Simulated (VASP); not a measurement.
Input of a VASP 6.6.1 run:

INCAR

```
  ALGO = Normal
  EDIFF = 1E-7
  ENCUT = 520
  GGA = PS
  ISIF = 2
  ISMEAR = 0
  LASPH = T
  LCHARG = T
  LELF = T
  LREAL = F
  LVHAR = T
  LWAVE = F
  NBANDS = 25
  NELM = 60
  PREC = Accurate
  SIGMA = 0.1
```

File KPOINTS:

```
k-points
0
Gamma
  14 14 8
```

The input POSCAR:

```
CuO
1.0
    1.9909680000     -2.1535500000      0.0000000000
    1.9909680000      2.1535500000      0.0000000000
    0.0000000000      0.0000000000      5.1559280000
Cu O
2 2
Direct
    0.0000000000      0.5000000000      0.0000000000
    0.5000000000      0.0000000000      0.5000000000
    0.5000000000      0.5000000000      0.2500000000
    0.5000000000      0.5000000000      0.7500000000
```

Potentials or basis: VASP PAW PBE potentials, release 64 (Cu, O).

Launch:

```bash
$ cat potpaw_PBE.64/Cu/POTCAR potpaw_PBE.64/O/POTCAR > POTCAR
$ mpirun -np 1 vasp_std > vasp.out
```

Problem. What does it give for the band gap on the k mesh?

Solution. Zero (band 17 reaches 5.32 eV, above the bottom of band 18 at 4.22 eV).

Problem. Estimate the pressure.

Solution. -5.4 GPa.

Stress tensor (GPa, compression positive):
```
-4.04  0.00  0.00
 0.00 -5.50  0.00
 0.00  0.00 -6.61
```

Caveat: the PAW data sets were made with another functional, which shifts forces and pressure a little; semilocal functionals often make such compounds metallic where correlation or magnetic order opens a gap, which also shifts bond lengths. With open d or f shells a metallic result of PBEsol can be an artefact of self-interaction; +U or a hybrid may open a gap.
